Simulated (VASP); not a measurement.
Write the native input for VASP 6.6.1 that does the following.

- Task: single point
- Functional: r2SCAN
- Potentials or basis: VASP PAW PBE potentials, release 64 (Nb_sv, Ru_pv)
- Cutoff: 520 eV
- k mesh: 7 × 7 × 7
- Occupations: methfessel-paxton, width 0.05 eV
- Spin: no spin polarisation
- Dipole correction: no
- Further INCAR settings: ALGO = Normal; EDIFF = 1e-06; NBANDS = 20

The system is NbRu.

```
Nb Ru
1.0
     3.22590    0.00000    0.00000
     0.00000    3.22590    0.00000
     0.00000    0.00000    3.22590
Nb Ru
1 1
Cartesian
  0.0000 0.0000 0.0000
  1.6129 1.6129 1.6129
```

These files were run (other wordings do the same):

POSCAR

```
NbRu
1.0
    3.2258995418      0.0000000000      0.0000000000
    0.0000000000      3.2258995418      0.0000000000
    0.0000000000      0.0000000000      3.2258995418
Nb Ru
1 1
Direct
    0.0000000000      0.0000000000      0.0000000000
    0.5000000000      0.5000000000      0.5000000000
```

INCAR.step1

```
SYSTEM = NbRu
ALGO = Normal
EDIFF = 1E-4
ENCUT = 520
GGA = PE
ISMEAR = 1
LASPH = .True.
LCHARG = .False.
LREAL = .False.
LWAVE = .True.
NBANDS = 20
NELM = 80
PREC = Accurate
SIGMA = 0.05
```

INCAR.step2

```
SYSTEM = NbRu
ALGO = Normal
EDIFF = 1E-6
ENCUT = 520
ISIF = 2
ISMEAR = 1
ISTART = 1
LASPH = .True.
LCHARG = .False.
LMIXTAU = .True.
LREAL = .False.
LWAVE = .False.
METAGGA = R2SCAN
NBANDS = 20
NELM = 80
PREC = Accurate
SIGMA = 0.05
```

KPOINTS

```
k-points
0
Gamma
  7 7 7
  0 0 0
```

Potentials or basis: VASP PAW PBE potentials, release 64 (Nb_sv, Ru_pv).

The run is started by

```bash
$ cat potpaw_PBE.64/Nb_sv/POTCAR potpaw_PBE.64/Ru_pv/POTCAR > POTCAR
$ cp INCAR.step1 INCAR
$ mpirun -np 1 vasp_std > vasp.out
$ cp INCAR.step2 INCAR
$ mpirun -np 1 vasp_std > vasp.out
```

Results of the run:

The pressure is -13.9 GPa.

Caveat: the PAW data sets were made with another functional, which shifts forces and pressure a little.

Wall time 29 s on 1 thread of AMD EPYC 9R45 96-Core Processor (Zen 5), with other jobs on the host, peak memory 0.12 GiB.
